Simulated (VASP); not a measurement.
# KMgF3 (Pm-3m) in VASP: settings compared, part 3 of 3

VASP 6.6.1. Earlier steps stand in the parts before.

## Step 5: Relaxation of cell and atoms, PBE

This run uses another cell than the first one, of 12.67 Å³/atom.

Contents of INCAR:

```
SYSTEM = KMgF3
ALGO = Normal
EDIFF = 1E-6
EDIFFG = -0.01
ENCUT = 600
GGA = PE
IBRION = 2
ISIF = 3
ISMEAR = 0
LASPH = .TRUE.
LCHARG = .FALSE.
LREAL = .FALSE.
LWAVE = .FALSE.
NELM = 60
NSW = 80
PREC = Accurate
SIGMA = 0.01
```

Contents of KPOINTS:

```
k-points
0
G
  6 6 6
  0 0 0
```

Contents of POSCAR:

```
KMgF3
1.0
    3.9859000000      0.0000000000      0.0000000000
    0.0000000000      3.9859000000      0.0000000000
    0.0000000000      0.0000000000      3.9859000000
K Mg F
1 1 3
Direct
    0.5000000000      0.5000000000      0.5000000000
    0.0000000000      0.0000000000      0.0000000000
    0.5000000000      0.0000000000      0.0000000000
    0.0000000000      0.5000000000      0.0000000000
    0.0000000000      0.0000000000      0.5000000000
```

Potentials or basis: VASP PAW PBE potentials, release 64 (K_sv, Mg, F).

The run is started by

```bash
$ cat potpaw_PBE.64/K_sv/POTCAR potpaw_PBE.64/Mg/POTCAR potpaw_PBE.64/F/POTCAR > POTCAR
$ mpirun -np 1 vasp_std > vasp.out
```

OUTCAR:

```text
SYSTEM = KMgF3
   EDIFF = 1E-6
   EDIFFG = -0.01
   ENCUT = 600
   GGA = PE
   IBRION = 2
   ISIF = 3
   ISMEAR = 0
   LASPH = .TRUE.
   LREAL = .FALSE.
   NELM = 60
   NSW = 80
   PREC = Accurate

 ion  position               nearest neighbor table
   1  0.500  0.500  0.500-   3 2.82   4 2.82   5 2.82   3 2.82   4 2.82   3 2.82   5 2.82   3 2.82
                             4 2.82   5 2.82   4 2.82   5 2.82   2 3.45   2 3.45   2 3.45   2 3.45
   2  0.000  0.000  0.000-   3 1.99   4 1.99   5 1.99   5 1.99   4 1.99   3 1.99   1 3.45   1 3.45
                             1 3.45   1 3.45   1 3.45   1 3.45   1 3.45   1 3.45
   3  0.500  0.000  0.000-   2 1.99   2 1.99   1 2.82   1 2.82   1 2.82   1 2.82
   4  0.000  0.500  0.000-   2 1.99   2 1.99   1 2.82   1 2.82   1 2.82   1 2.82
   5  0.000  0.000  0.500-   2 1.99   2 1.99   1 2.82   1 2.82   1 2.82   1 2.82

  LATTYP: Found a simple cubic cell.
 ALAT       =     3.9859000000

  Lattice vectors:

 A1 = (   3.9859000000,   0.0000000000,   0.0000000000)
 A2 = (   0.0000000000,   3.9859000000,   0.0000000000)
 A3 = (   0.0000000000,   0.0000000000,   3.9859000000)

Analysis of symmetry for initial positions (statically):
=====================================================================
 Subroutine PRICEL returns:
 Original cell was already a primitive cell.

 Routine SETGRP: Setting up the symmetry group for a
 simple cubic supercell.

 Subroutine GETGRP returns: Found 48 space group operations
 (whereof 48 operations were pure point group operations)
 out of a pool of 48 trial point group operations.

The static configuration has the point symmetry O_h .

Analysis of symmetry for dynamics (positions and initial velocities):
=====================================================================
 Subroutine PRICEL returns:
 Original cell was already a primitive cell.

 Routine SETGRP: Setting up the symmetry group for a
 simple cubic supercell.

[... 113 lines left out ...]
   POTIM  = 0.5000    time-step for ionic-motion
   TEBEG  =    0.0;   TEEND  =   0.0 temperature during run
   PSTRESS=    0.0 pullay stress
   NELECT =      32.0000    total number of electrons
   NUPDOWN=      -1.0000    fix difference up-down
   EMIN   =  10.00;   EMAX   =-10.00  energy-range for DOS
   EFERMI =   0.00;   METHOD = LEGACY
   ISMEAR =     0;   SIGMA  =   0.01  broadening in eV -4-tet -1-fermi 0-gaus
   EFERMI_NEDOS =   21; number of points for ismear=-14 and -15
   IALGO  =     38    algorithm
   IMIX   =      4    mixing-type and parameters
     AMIX     =   0.40;   BMIX     =  1.00
     AMIX_MAG =   1.60;   BMIX_MAG =  1.00
  volume/ion in A,a.u.               =      12.67        85.47
  Fermi-wavevector in a.u.,A,eV,Ry     =   1.303962  2.464132 23.134232  1.700318
  Thomas-Fermi vector in A             =   2.434930
   LORBIT       =      0    0 simple, 1 ext, 2 COOP (PROOUT), +10 PAW based schemes
   GGA     = PE    functional components
   LHFCALC =     F    Hartree Fock is set to
   AEXX    =    0.0000 exact exchange contribution
   IVDW    =     0    specifies the selected vdW correction
   LEPSILON=     F    determine dielectric tensor
   LRPA    =     F    only Hartree local field effects (RPA)
 conjugate gradient relaxation of ions
 non-spin polarized calculation
 Gauss-broadening in eV      SIGMA  =   0.01
  energy-cutoff  :      600.00
  volume of cell :       63.33
 maximum number of plane-waves:      2176
 NGX is ok and might be reduce to    32
   NGX = 15   NGY = 15   NGZ = 15

--------------------------------------- Ionic step        1  -------------------------------------------

 number of electron      32.0000010 magnetization

 Free energy of the ion-electron system (eV)
  ---------------------------------------------------
  ext. energy  EPLUGINS =         0.00000000
  ---------------------------------------------------
  free energy    TOTEN  =       -24.42216180 eV

  energy without entropy =      -24.42216180  energy(sigma->0) =      -24.42216180

------------------------ aborting loop because EDIFF is reached ----------------------------------------

  FORCE on cell =-STRESS in cart. coord.  units (eV):
  Direction    XX          YY          ZZ          XY          YZ          ZX
  --------------------------------------------------------------------------------------
  -------------------------------------------------------------------------------------
  Total        1.2842565      1.2842565      1.2842565     -0.0000000     -0.0000000      0.0000000
  in kB       32.4925013     32.4925013     32.4925013     -0.0000000     -0.0000000      0.0000000
  external PRESSURE =      32.4925013 kB  Pullay stress =       0.0000000 kB
[... 65 lines left out ...]
--------------------------------------- Ionic step        3  -------------------------------------------

 number of electron      32.0000042 magnetization

 Free energy of the ion-electron system (eV)
  ---------------------------------------------------
  ext. energy  EPLUGINS =         0.00000000
  ---------------------------------------------------
  free energy    TOTEN  =       -24.44974093 eV

  energy without entropy =      -24.44974093  energy(sigma->0) =      -24.44974093

 E-fermi :  -1.7453     XC(G=0):  -9.4667

 val. band max:       -1.8203071307   @ k =   0.5000   0.5000   0.5000
 cond. band min:       5.1594346062   @ k =   0.0000   0.0000   0.0000
 fundamental gap:      6.9797417369
 Fermi energy:        -1.7452744993

 k-point     1 :       0.0000    0.0000    0.0000
  band No.  band energies     occupation
      1     -27.5637      2.00000
      2     -21.8258      2.00000
      3     -21.2282      2.00000
      4     -21.2282      2.00000
      5     -11.0502      2.00000
      6     -11.0502      2.00000
[... 481 lines left out ...]
  FREE ENERGIE OF THE ION-ELECTRON SYSTEM (eV)
  ---------------------------------------------------
  free  energy   TOTEN  =       -24.4497409307 eV

  energy  without entropy=      -24.4497409307  energy(sigma->0) =      -24.44974093

 reached required accuracy - stopping structural energy minimisation
```

Wall time 27 s (1 thread of AMD EPYC 9R45 (Zen 5), shared host); peak memory 0.17 GiB.

Results:

| Quantity | Value |
| --- | --- |
| Free energy | -24.4497 eV |
| Relaxed volume | 13.24 Å³/atom |
| Relaxed cell | a = 4.045 Å, b = 4.045 Å, c = 4.045 Å, α = 90.00°, β = 90.00°, γ = 90.00° |
| Space group after relaxing (to 0.1 Å) | Pm-3m (No. 221) |
| Energy gained by relaxing | 5.5 meV/atom |
| Ionic steps | 3 |
| Pressure after relaxing | 0.0 GPa |
| Band gap on the k mesh | 6.98 eV (least direct gap 7.30 eV) |

Step by step:
| step | energy change (eV) | largest force (eV/Å) | pressure (GPa) | volume (Å³) |
| --- | --- | --- | --- | --- |
| 1 | 0.0000 | 0.0000 | 3.25 | 63.33 |
| 2 | -0.0269 | 0.0000 | 0.47 | 65.71 |
| 3 | -0.0276 | 0.0000 | -0.02 | 66.18 |

Final structure:
```cif
data_structure
_symmetry_space_group_name_H-M 'P 1'
_symmetry_Int_Tables_number 1
_cell_length_a 4.0450
_cell_length_b 4.0450
_cell_length_c 4.0450
_cell_angle_alpha 90.000
_cell_angle_beta 90.000
_cell_angle_gamma 90.000
_cell_volume 66.18
loop_
_atom_site_label
_atom_site_type_symbol
_atom_site_fract_x
_atom_site_fract_y
_atom_site_fract_z
_atom_site_occupancy
K1 K 0.50000 0.50000 0.50000 1
Mg1 Mg 0.00000 0.00000 0.00000 1
F1 F 0.50000 0.00000 0.00000 1
F2 F 0.00000 0.50000 0.00000 1
F3 F 0.00000 0.00000 0.50000 1
```

## Step 6: Summary

| task | level | cell | cutoff (eV) | gap on the mesh (eV) | pressure (GPa) |
| --- | --- | --- | --- | --- | --- |
| single point | PBE+D4 | a = 4.035 Å, 5 atoms | 520 | 7.03 | -0.5 |
| single point | PBE | a = 4.055 Å, 5 atoms | 520 | 6.92 | -0.5 |
| single point | r2SCAN | a = 3.984 Å, 5 atoms | 520 | 8.26 | -0.8 |
| relaxation of cell and atoms | PBE | relaxed from a = 3.986 Å, 5 atoms | 600 | 6.98 | 0.0 |

Alike in all rows: potentials or basis VASP PAW PBE potentials, release 64 (K_sv, Mg, F); no spin polarisation; k mesh 6 × 6 × 6; smearing gaussian 0.01 eV.

Caveats: the PAW data sets were made with another functional, which shifts forces and pressure a little (at least some runs).

Absolute energies hang on the potentials; compare differences alone.
